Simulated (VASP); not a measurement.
# CdF2 (I4/mmm) in VASP: a series of runs

CdF2 is run at these levels: r2SCAN; tasks: single point.

Program: VASP 6.6.1. These are calculated values, not measurements. Logs are shortened: lines on timing, memory, paths and dates and some standing lists are left out, and cuts for length are marked.

### 1 The cell of the first run

The structure is tetragonal, space group I4/mmm (No. 139). Conventional cell: a = 3.810 Å, b = 3.810 Å, c = 5.994 Å, α = 90.00°, β = 90.00°, γ = 90.00°. Within 3.2 Å of Cd (site symmetry 4/mmm) lie 8 F at 2.42 Å. F (site symmetry -4m2) has 4 Cd at 2.42 Å and 6 F at 2.69 to 3.00 Å within 3.2 Å.

### 2 Single point, r2SCAN (strain +0.1125 x Voigt [1, 0, 0, 0, 0, 0])

POSCAR reads:

```
CdF2
1.0
    0.0000000000      2.6940000000      2.6940000000
    2.9970750000      0.0000000000      2.6940000000
    2.9970750000      2.6940000000      0.0000000000
Cd F
1 2
Direct
    0.0000000000      0.0000000000      0.0000000000
    0.2500000000      0.2500000000      0.2500000000
    0.7500000000      0.7500000000      0.7500000000
```

INCAR.step1 reads:

```
PREC = Accurate ; ENCUT = 520
ISMEAR = 0 ; SIGMA = 0.05
LREAL = False ; LASPH = True
NELM = 60 ; NBANDS = 20
GGA = PE ; ALGO = Normal
EDIFF = 1E-4 ; LWAVE = True
LCHARG = False
```

INCAR.step2 reads:

```
PREC = Accurate ; ENCUT = 520
EDIFF = 1E-6 ; ISMEAR = 0
SIGMA = 0.05 ; LREAL = False
LASPH = True ; NELM = 60
ALGO = Normal ; ISIF = 2
LWAVE = False ; LCHARG = True
METAGGA = R2SCAN ; LMIXTAU = True
LELF = True ; LVHAR = True
NBANDS = 20 ; ISTART = 1
```

KPOINTS reads:

```
regular mesh
0
Gamma
  8 8 8
```

Potentials or basis: VASP PAW PBE potentials, release 64 (Cd, F).

Launch:

```sh
cat potpaw_PBE.64/Cd/POTCAR potpaw_PBE.64/F/POTCAR > POTCAR
cp INCAR.step1 INCAR
mpirun -np 1 vasp_std > vasp.out
cp INCAR.step2 INCAR
mpirun -np 1 vasp_std > vasp.out
```

OUTCAR:

```text
PREC = Accurate
   ENCUT = 520
   EDIFF = 1E-6
   ISMEAR = 0
   LREAL = False
   LASPH = True
   NELM = 60
   ISIF = 2
   METAGGA = R2SCAN
   ISTART = 1

 ion  position               nearest neighbor table
   1  0.000  0.000  0.000-   3 2.42   3 2.42   2 2.42   3 2.42   2 2.42   2 2.42   3 2.42   2 2.42

   2  0.250  0.250  0.250-   1 2.42   1 2.42   1 2.42   1 2.42
   3  0.750  0.750  0.750-   1 2.42   1 2.42   1 2.42   1 2.42

  LATTYP: Found a body centered tetragonal cell.
 ALAT       =     3.8098913370
 C/A-ratio  =     1.5733125881

  Lattice vectors:

 A1 = (   2.9970750000,   0.0000000000,   2.6940000000)
 A2 = (   2.9970750000,   0.0000000000,  -2.6940000000)
 A3 = (  -2.9970750000,   2.6940000000,   0.0000000000)

Analysis of symmetry for initial positions (statically):
=====================================================================
 Subroutine PRICEL returns:
 Original cell was already a primitive cell.

 Routine SETGRP: Setting up the symmetry group for a
 body centered tetragonal supercell.

 Subroutine GETGRP returns: Found 16 space group operations
 (whereof 16 operations were pure point group operations)
 out of a pool of 16 trial point group operations.

The static configuration has the point symmetry D_4h.

Analysis of symmetry for dynamics (positions and initial velocities):
=====================================================================
 Subroutine PRICEL returns:
 Original cell was already a primitive cell.

 Routine SETGRP: Setting up the symmetry group for a
 body centered tetragonal supercell.

 Subroutine GETGRP returns: Found 16 space group operations
 (whereof 16 operations were pure point group operations)
 out of a pool of 16 trial point group operations.

The dynamic configuration has the point symmetry D_4h.

 Subroutine INISYM returns: Found 16 space group operations
 (whereof 16 operations are pure point group operations),
 and found     1 'primitive' translations

----------------------------------------------------------------------------------------

                                     Primitive cell

  volume of cell :      43.5034

  direct lattice vectors                    reciprocal lattice vectors
     0.000000000  2.694000000  2.694000000    -0.166829325  0.185597624  0.185597624
     2.997075000  0.000000000  2.694000000     0.166829325 -0.185597624  0.185597624
[... 79 lines left out ...]
   ISTART =      1    job   : 0-new  1-cont  2-samecut
   ICHARG =      0    charge: 1-file 2-atom 10-const
   ISPIN  =      1    spin polarized calculation?
   LNONCOLLINEAR =      F non collinear calculations
   LSORBIT =      F    spin-orbit coupling
   LASPH  =      T    aspherical Exc in radial PAW
   ENCUT  =  520.0 eV  38.22 Ry    6.18 a.u.   7.08  7.49  7.49*2*pi/ulx,y,z
   NELM   =     60;   NELMIN=  2; NELMDL=  0     # of ELM steps
   EDIFF  = 0.1E-05   stopping-criterion for ELM
   LREAL  =      F    real-space projection
   EDIFFG = 0.1E-04   stopping-criterion for IOM
   NSW    =      0    number of steps for IOM
   IBRION =     -1    ionic relax: 0-MD 1-quasi-New 2-CG
   NFREE  =      0    steps in history (QN), initial steepest desc. (CG)
   ISIF   =      2    stress and relaxation
   ISYM   =      2    0-nonsym 1-usesym 2-fastsym
   POTIM  = 0.5000    time-step for ionic-motion
   TEBEG  =    0.0;   TEEND  =   0.0 temperature during run
   PSTRESS=    0.0 pullay stress
   NELECT =      26.0000    total number of electrons
   NUPDOWN=      -1.0000    fix difference up-down
   EMIN   =  10.00;   EMAX   =-10.00  energy-range for DOS
   EFERMI =   0.00;   METHOD = LEGACY
   ISMEAR =     0;   SIGMA  =   0.05  broadening in eV -4-tet -1-fermi 0-gaus
   EFERMI_NEDOS =   21; number of points for ismear=-14 and -15
   IALGO  =     38    algorithm
   IMIX   =      4    mixing-type and parameters
     AMIX     =   0.40;   BMIX     =  1.00
     AMIX_MAG =   1.60;   BMIX_MAG =  1.00
  volume/ion in A,a.u.               =      14.50        97.86
  Fermi-wavevector in a.u.,A,eV,Ry     =   1.378981  2.605897 25.872692  1.901589
  Thomas-Fermi vector in A             =   2.503993
   LORBIT       =      0    0 simple, 1 ext, 2 COOP (PROOUT), +10 PAW based schemes
   METAGGA = R2SCAN    functional components
   LHFCALC =     F    Hartree Fock is set to
   AEXX    =    0.0000 exact exchange contribution
   IVDW    =     0    specifies the selected vdW correction
   LEPSILON=     F    determine dielectric tensor
   LRPA    =     F    only Hartree local field effects (RPA)
 non-spin polarized calculation
 Gauss-broadening in eV      SIGMA  =   0.05
  energy-cutoff  :      520.00
  volume of cell :       43.50
 maximum number of plane-waves:      1185
   NGX = 15   NGY = 15   NGZ = 15

 number of electron      26.0000011 magnetization

 Free energy of the ion-electron system (eV)
  ---------------------------------------------------
  ext. energy  EPLUGINS =         0.00000000
  ---------------------------------------------------
  free energy    TOTEN  =       -33.49594823 eV

  energy without entropy =      -33.49594823  energy(sigma->0) =      -33.49594823

 E-fermi :  -2.1971     XC(G=0): -10.4466

 val. band max:       -2.4148367571   @ k =   0.5000  -0.2500   0.2500
 cond. band min:       0.6724922851   @ k =   0.0000   0.0000   0.0000
 fundamental gap:      3.0873290421
 Fermi energy:        -2.1970584150

 k-point     1 :       0.0000    0.0000    0.0000
  band No.  band energies     occupation
      1     -23.9593      2.00000
      2     -23.1088      2.00000
      3      -8.0589      2.00000
      4      -7.9626      2.00000
      5      -7.9626      2.00000
      6      -7.2364      2.00000
[... 541 lines left out ...]
     19      16.3173      0.00000
     20      17.5510      0.00000

 [... further k-points ...]
[... 5 lines left out ...]
  --------------------------------------------------------------------------------------
  -------------------------------------------------------------------------------------
  Total       -4.5140014     -1.3749084     -1.3749084      0.0000000      0.0000000      0.0000000
  in kB     -166.2453411    -50.6362537    -50.6362537      0.0000000      0.0000000      0.0000000
  external PRESSURE =     -89.1726162 kB  Pullay stress =       0.0000000 kB

 VOLUME and BASIS-vectors are now :
 -----------------------------------------------------------------------------
  energy-cutoff  :      520.00
  volume of cell :       43.50
      direct lattice vectors                 reciprocal lattice vectors
     0.000000000  2.694000000  2.694000000    -0.166829325  0.185597624  0.185597624
     2.997075000  0.000000000  2.694000000     0.166829325 -0.185597624  0.185597624
     2.997075000  2.694000000  0.000000000     0.166829325  0.185597624 -0.185597624

 POSITION                                       TOTAL-FORCE (eV/Angst)
 -----------------------------------------------------------------------------------
      0.00000      0.00000      0.00000         0.000000     -0.000000      0.000000
      1.49854      1.34700      1.34700        -0.000000      0.000000      0.000000
      4.49561      4.04100      4.04100         0.000000     -0.000000     -0.000000
 -----------------------------------------------------------------------------------
    total drift:                                0.000000      0.000000      0.000000

  FREE ENERGIE OF THE ION-ELECTRON SYSTEM (eV)
  ---------------------------------------------------
  free  energy   TOTEN  =       -33.4959482279 eV

  energy  without entropy=      -33.4959482279  energy(sigma->0) =      -33.49594823
```

Wall time 78 s (1 thread of Intel Xeon 6975P-C (Granite Rapids), shared host); peak memory 0.19 GiB.

What came out:

```yaml
Free_energy: -33.4959 eV
Pressure: -8.9 GPa
Band_gap_on_the_k_mesh: 3.09 eV, indirect (least direct gap 3.68 eV)
```

Stress tensor (GPa, compression positive):
```
-16.62   0.00   0.00
  0.00  -5.06   0.00
  0.00   0.00  -5.06
```

Caveat: the cell differs from its parent crystal (strain +0.1125 x Voigt [1, 0, 0, 0, 0, 0]); the PAW data sets were made with another functional, which shifts forces and pressure a little.

### 3 Single point, r2SCAN (strain +0.1312 x Voigt [1, 0, 0, 0, 0, 0])

POSCAR reads:

```
CdF2
1.0
    0.0000000000      2.6940000000      2.6940000000
    3.0474528000      0.0000000000      2.6940000000
    3.0474528000      2.6940000000      0.0000000000
Cd F
1 2
Direct
    0.0000000000      0.0000000000      0.0000000000
    0.2500000000      0.2500000000      0.2500000000
    0.7500000000      0.7500000000      0.7500000000
```

INCAR.step1 reads:

```
PREC = Accurate ; ENCUT = 520
ISMEAR = 0 ; SIGMA = 0.05
LREAL = F ; LASPH = T
NELM = 60 ; NBANDS = 20
GGA = PE ; ALGO = Normal
EDIFF = 1E-4 ; LWAVE = T
LCHARG = F
```

INCAR.step2 reads:

```
PREC = Accurate ; ENCUT = 520
EDIFF = 1E-7 ; ISMEAR = 0
SIGMA = 0.05 ; LREAL = F
LASPH = T ; NELM = 60
ALGO = Normal ; ISIF = 2
LWAVE = F ; LCHARG = F
METAGGA = R2SCAN ; LMIXTAU = T
NBANDS = 20 ; ISTART = 1
```

KPOINTS reads:

```
Automatic mesh
0
Gamma
  8 8 8
```

Potentials or basis: VASP PAW PBE potentials, release 64 (Cd, F).

Launch:

```sh
cat potpaw_PBE.64/Cd/POTCAR potpaw_PBE.64/F/POTCAR > POTCAR
cp INCAR.step1 INCAR
mpirun -np 1 vasp_std > vasp.out
cp INCAR.step2 INCAR
mpirun -np 1 vasp_std > vasp.out
```

Run time: 93 s. Hardware: 1 thread of Intel Xeon 6975P-C (Granite Rapids), shared host; peak memory 0.19 GiB.

The run converged. Its results:

```yaml
Free_energy: -33.4163 eV
Pressure: -10.0 GPa
Band_gap_on_the_k_mesh: 2.95 eV, indirect (least direct gap 3.50 eV)
```

Stress tensor (GPa, compression positive):
```
-18.91   0.00   0.00
  0.00  -5.61   0.00
  0.00   0.00  -5.61
```

Levels at points of the mesh, in eV from the valence-band top:
```csv
k point,band 11,band 12,band 13,band 14,band 15,band 16
"(0.00, 0.00, 0.00)",-0.66,-0.55,-0.55,2.95,12.65,12.65
"(0.50, 0.00, 0.00)",-1.44,-0.70,-0.61,6.69,8.81,13.95
"(0.50, 0.50, 0.00)",-0.47,-0.22,-0.04,7.49,9.35,11.65
"(0.00, 0.50, 0.50)",-0.79,-0.10,-0.10,7.41,9.85,11.94
```

Caveat: the cell differs from its parent crystal (strain +0.1312 x Voigt [1, 0, 0, 0, 0, 0]); the PAW data sets were made with another functional, which shifts forces and pressure a little. A k mesh can miss the band edges.

### 4 Single point, r2SCAN (strain +0.1500 x Voigt [1, 0, 0, 0, 0, 0])

POSCAR reads:

```
CdF2
1.0
    0.0000000000      2.6940000000      2.6940000000
    3.0981000000      0.0000000000      2.6940000000
    3.0981000000      2.6940000000      0.0000000000
Cd F
1 2
Direct
    0.0000000000      0.0000000000      0.0000000000
    0.2500000000      0.2500000000      0.2500000000
    0.7500000000      0.7500000000      0.7500000000
```

INCAR.step1 reads:

```
SYSTEM = CdF2
PREC = Accurate
ENCUT = 520
ISMEAR = 0
SIGMA = 0.05
LREAL = .FALSE.
LASPH = .TRUE.
NELM = 100
NBANDS = 20
GGA = PE
ALGO = Normal
EDIFF = 1E-4
LWAVE = .TRUE.
LCHARG = .FALSE.
```

INCAR.step2 reads:

```
SYSTEM = CdF2
PREC = Accurate
ENCUT = 520
EDIFF = 1E-6
ISMEAR = 0
SIGMA = 0.05
LREAL = .FALSE.
LASPH = .TRUE.
NELM = 100
ALGO = Normal
ISIF = 2
LWAVE = .FALSE.
LCHARG = .FALSE.
METAGGA = R2SCAN
LMIXTAU = .TRUE.
NBANDS = 20
ISTART = 1
```

KPOINTS reads:

```
Automatic mesh
0
G
  8 8 8
  0 0 0
```

Potentials or basis: VASP PAW PBE potentials, release 64 (Cd, F).

Launch:

```sh
cat potpaw_PBE.64/Cd/POTCAR potpaw_PBE.64/F/POTCAR > POTCAR
cp INCAR.step1 INCAR
mpirun -np 1 vasp_std > vasp.out
cp INCAR.step2 INCAR
mpirun -np 1 vasp_std > vasp.out
```

OUTCAR:

```text
SYSTEM = CdF2
   PREC = Accurate
   ENCUT = 520
   EDIFF = 1E-6
   ISMEAR = 0
   LREAL = .FALSE.
   LASPH = .TRUE.
   NELM = 100
   ISIF = 2
   METAGGA = R2SCAN
   ISTART = 1

 ion  position               nearest neighbor table
   1  0.000  0.000  0.000-   3 2.46   2 2.46   3 2.46   2 2.46   3 2.46   2 2.46   3 2.46   2 2.46

   2  0.250  0.250  0.250-   1 2.46   1 2.46   1 2.46   1 2.46
   3  0.750  0.750  0.750-   1 2.46   1 2.46   1 2.46   1 2.46

  LATTYP: Found a body centered tetragonal cell.
 ALAT       =     3.8098913370
 C/A-ratio  =     1.6263455967

  Lattice vectors:

 A1 = (   3.0981000000,   0.0000000000,   2.6940000000)
 A2 = (   3.0981000000,   0.0000000000,  -2.6940000000)
 A3 = (  -3.0981000000,   2.6940000000,   0.0000000000)

Analysis of symmetry for initial positions (statically):
=====================================================================
 Subroutine PRICEL returns:
 Original cell was already a primitive cell.

 Routine SETGRP: Setting up the symmetry group for a
 body centered tetragonal supercell.

 Subroutine GETGRP returns: Found 16 space group operations
 (whereof 16 operations were pure point group operations)
 out of a pool of 16 trial point group operations.

The static configuration has the point symmetry D_4h.

Analysis of symmetry for dynamics (positions and initial velocities):
=====================================================================
 Subroutine PRICEL returns:
 Original cell was already a primitive cell.

 Routine SETGRP: Setting up the symmetry group for a
 body centered tetragonal supercell.

 Subroutine GETGRP returns: Found 16 space group operations
 (whereof 16 operations were pure point group operations)
 out of a pool of 16 trial point group operations.

The dynamic configuration has the point symmetry D_4h.

 Subroutine INISYM returns: Found 16 space group operations
 (whereof 16 operations are pure point group operations),
[... 114 lines left out ...]
   EFERMI_NEDOS =   21; number of points for ismear=-14 and -15
   IALGO  =     38    algorithm
   IMIX   =      4    mixing-type and parameters
     AMIX     =   0.40;   BMIX     =  1.00
     AMIX_MAG =   1.60;   BMIX_MAG =  1.00
  volume/ion in A,a.u.               =      14.99       101.16
  Fermi-wavevector in a.u.,A,eV,Ry     =   1.363826  2.577258 25.307140  1.860022
  Thomas-Fermi vector in A             =   2.490195
   LORBIT       =      0    0 simple, 1 ext, 2 COOP (PROOUT), +10 PAW based schemes
   METAGGA = R2SCAN    functional components
   LHFCALC =     F    Hartree Fock is set to
   AEXX    =    0.0000 exact exchange contribution
   IVDW    =     0    specifies the selected vdW correction
   LEPSILON=     F    determine dielectric tensor
   LRPA    =     F    only Hartree local field effects (RPA)
 non-spin polarized calculation
 Gauss-broadening in eV      SIGMA  =   0.05
  energy-cutoff  :      520.00
  volume of cell :       44.97
 maximum number of plane-waves:      1227
   NGX = 15   NGY = 15   NGZ = 15

 number of electron      26.0000014 magnetization

 Free energy of the ion-electron system (eV)
  ---------------------------------------------------
  ext. energy  EPLUGINS =         0.00000000
  ---------------------------------------------------
  free energy    TOTEN  =       -33.32585203 eV

  energy without entropy =      -33.32585203  energy(sigma->0) =      -33.32585203

 E-fermi :  -2.2736     XC(G=0): -10.2680

 val. band max:       -2.5197099587   @ k =   0.5000  -0.2500   0.2500
 cond. band min:       0.2878016578   @ k =   0.0000   0.0000   0.0000
 fundamental gap:      2.8075116165
 Fermi energy:        -2.2735931305

 k-point     1 :       0.0000    0.0000    0.0000
  band No.  band energies     occupation
      1     -23.9862      2.00000
      2     -23.1790      2.00000
      3      -8.2627      2.00000
      4      -8.1270      2.00000
      5      -8.1270      2.00000
      6      -7.5423      2.00000
[... 541 lines left out ...]
     19      16.0645      0.00000
     20      16.8256      0.00000

 [... further k-points ...]

------------------------ aborting loop because EDIFF is reached ----------------------------------------

  FORCE on cell =-STRESS in cart. coord.  units (eV):
  Direction    XX          YY          ZZ          XY          YZ          ZX
  --------------------------------------------------------------------------------------
  -------------------------------------------------------------------------------------
  Total       -5.9068022     -1.6964813     -1.6964813     -0.0000000      0.0000000     -0.0000000
  in kB     -210.4468352    -60.4420296    -60.4420296     -0.0000000      0.0000000     -0.0000000
  external PRESSURE =    -110.4436315 kB  Pullay stress =       0.0000000 kB

 VOLUME and BASIS-vectors are now :
 -----------------------------------------------------------------------------
  energy-cutoff  :      520.00
  volume of cell :       44.97
      direct lattice vectors                 reciprocal lattice vectors
     0.000000000  2.694000000  2.694000000    -0.161389239  0.185597624  0.185597624
     3.098100000  0.000000000  2.694000000     0.161389239 -0.185597624  0.185597624
     3.098100000  2.694000000  0.000000000     0.161389239  0.185597624 -0.185597624

 POSITION                                       TOTAL-FORCE (eV/Angst)
 -----------------------------------------------------------------------------------
      0.00000      0.00000      0.00000        -0.000000      0.000000      0.000000
      1.54905      1.34700      1.34700         0.000000     -0.000000     -0.000000
      4.64715      4.04100      4.04100         0.000000      0.000000      0.000000
 -----------------------------------------------------------------------------------
    total drift:                                0.000000      0.000000      0.000000

  FREE ENERGIE OF THE ION-ELECTRON SYSTEM (eV)
  ---------------------------------------------------
  free  energy   TOTEN  =       -33.3258520343 eV

  energy  without entropy=      -33.3258520343  energy(sigma->0) =      -33.32585203
```

OUTCAR.step1:

```text
SYSTEM = CdF2
   PREC = Accurate
   ENCUT = 520
   ISMEAR = 0
   LREAL = .FALSE.
   LASPH = .TRUE.
   NELM = 100
[... 777 lines left out ...]
      0.00000      0.00000      0.00000         0.000000     -0.000000      0.000000
      1.54905      1.34700      1.34700        -0.000000     -0.000000      0.000000
      4.64715      4.04100      4.04100        -0.000000      0.000000     -0.000000
 -----------------------------------------------------------------------------------
    total drift:                                0.000000      0.000000      0.000000

  FREE ENERGIE OF THE ION-ELECTRON SYSTEM (eV)
  ---------------------------------------------------
  free  energy   TOTEN  =       -10.6551554834 eV

  energy  without entropy=      -10.6551554834  energy(sigma->0) =      -10.65515548
```

Run time: 84 s. Hardware: 1 thread of Intel Xeon 6975P-C (Granite Rapids), shared host; peak memory 0.2 GiB.

What came out:

| Quantity | Value |
| --- | --- |
| Free energy | -33.3259 eV |
| Pressure | -11.0 GPa |
| Band gap on the k mesh | 2.81 eV, indirect (least direct gap 3.32 eV) |

Caveat: the cell differs from its parent crystal (strain +0.1500 x Voigt [1, 0, 0, 0, 0, 0]); the PAW data sets were made with another functional, which shifts forces and pressure a little. A k mesh can miss the band edges.

### 5 Summary

| cell | gap on the mesh (eV) | pressure (GPa) |
| --- | --- | --- |
| a = 3.810, b = 4.030, c = 4.030 Å, angles 56.4, 61.8, 61.8°, 3 atoms | 3.09 | -8.9 |
| a = 3.810, b = 4.068, c = 4.068 Å, angles 55.9, 62.1, 62.1°, 3 atoms | 2.95 | -10.0 |
| a = 3.810, b = 4.106, c = 4.106 Å, angles 55.3, 62.4, 62.4°, 3 atoms | 2.81 | -11.0 |

Alike in all rows: task single point; level r2SCAN; potentials or basis VASP PAW PBE potentials, release 64 (Cd, F); no spin polarisation; k mesh 8 × 8 × 8; cutoff (eV) 520; smearing gaussian 0.05 eV.

Caveats: the PAW data sets were made with another functional, which shifts forces and pressure a little.

Total energies depend on the potentials used, so only differences within one code and one set of settings carry meaning.
